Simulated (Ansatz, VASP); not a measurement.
# One calculation of C, two programs

INCAR

```
PREC = Accurate
ENCUT = 520
EDIFF = 1E-8
ISMEAR = -1
SIGMA = 0.05
LREAL = False
LASPH = True
NELM = 80
ALGO = Normal
ISIF = 2
LWAVE = False
LCHARG = False
GGA = PE
LEFG = True
NBANDS = 11
```

The input KPOINTS:

```
regular mesh
0
Gamma
  16 16 9
```

POSCAR

```
C
1.0
    2.1003865828      0.0000000000      0.0000000000
   -1.0501932914      1.8189881384      0.0000000000
    0.0000000000      0.0000000000      3.4026262641
C
2
Direct
    0.1933333333      0.5966666667      0.1450000000
    0.8066666667      0.4033333333      0.8550000000
```

Input for Ansatz:

```yaml
crystal:
  lattice:
    - [2.1003865828, 0.0, 0.0]
    - [-1.0501932914, 1.8189881384, 0.0]
    - [0.0, 0.0, 3.4026262641]
  atoms:
    - { symbol: C, position: [0.1933333333, 0.5966666667, 0.145] }
    - { symbol: C, position: [0.8066666667, 0.4033333333, 0.855] }
kpoints:
  mp_grid: { grid: [16, 16, 9] }
scf:
  occupations: { method: fermi_dirac, width: 0.05 }
hamiltonian:
  xc: pbe
  pseudopotentials: { kind: paw }
output:
  forces: true
  stress: true
  eigenvalues: true
  efg: { contact_densities: true }
  populations: true
```

Change from the starting cell: shortest bond scaled by 0.58, PAW files.

Alike in both runs: task electric field gradients; functional PBE; k mesh 16 × 16 × 9; occupations fermi-dirac, width 0.05 eV; no spin polarisation.

```csv
,VASP,Ansatz
version,VASP 6.6.1,Ansatz 0.2.0
potentials or method,"VASP PAW PBE potentials, release 64 (C)","PAW with Ansatz's default frozen-core files, scalar-relativistic"
plane-wave cutoff (eV),520,420
valence electrons in the cell,8,8
```

VASP gave:

* pressure (GPa): 113.3
* traceless stress, the component that is largest in VASP (GPa): 81.58
* rms of the force components (eV/Å): 6.361
* size of Vzz on the site where it differs most (V/Å²): 81.5

**Question.** Estimate Ansatz's values.

**Answer.** Pressure (GPa): 112.3; traceless stress, the component that is largest in VASP (GPa): 80.65; rms of the force components (eV/Å): 6.273; size of Vzz on the site where it differs most (V/Å²): 71.9.

Atom by atom the forces differ by 0.089 eV/Å (rms over components). Both programs put the cell under a high pressure, so it lies far from rest at this level.

Noted on VASP's run: the cell as given lies far from equilibrium.
